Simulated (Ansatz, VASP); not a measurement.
## BaTiO3: VASP beside Ansatz

```
Ba Ti O
1.0
     3.97911    0.00000    0.00000
     0.00000    3.97911    0.00000
     0.00000    0.00000    3.97911
Ba Ti O
1 1 3
Direct
  0.50000 0.50000 0.50000
  0.00000 0.00000 0.00000
  0.50000 0.00000 0.00000
  0.00000 0.50000 0.00000
  0.00000 0.00000 0.50000
```

Change from the starting cell: volume scaled by 0.98, ions relaxed.

Alike in both runs: functional PBE; k mesh 8 × 8 × 8; occupations fermi-dirac, width 0.02 eV; no spin polarisation.

Ansatz relaxed the structure, and its values are those at the end. VASP's run is a single point on that final structure, the one shown.

|  | VASP | Ansatz |
| --- | --- | --- |
| version | VASP 6.6.1 | Ansatz 0.2.0 |
| potentials or method | VASP PAW PBE potentials, release 64 (Ba_sv, Ti_sv, O) | plane-wave PAW, scalar-relativistic |
| plane-wave cutoff (eV) | 520 | 420 |
| valence electrons in the cell | 40 | 40 |

|  | VASP | Ansatz | Ansatz less VASP |
| --- | --- | --- | --- |
| gap on the k mesh at the Fermi level (eV) | 1.78 | 1.85 | +0.068 |
| pressure (GPa) | 7.2 | 5.3 | -1.91 |

Ansatz's warnings: stress scf threshold loose.

Neither program's run includes spin-orbit coupling.
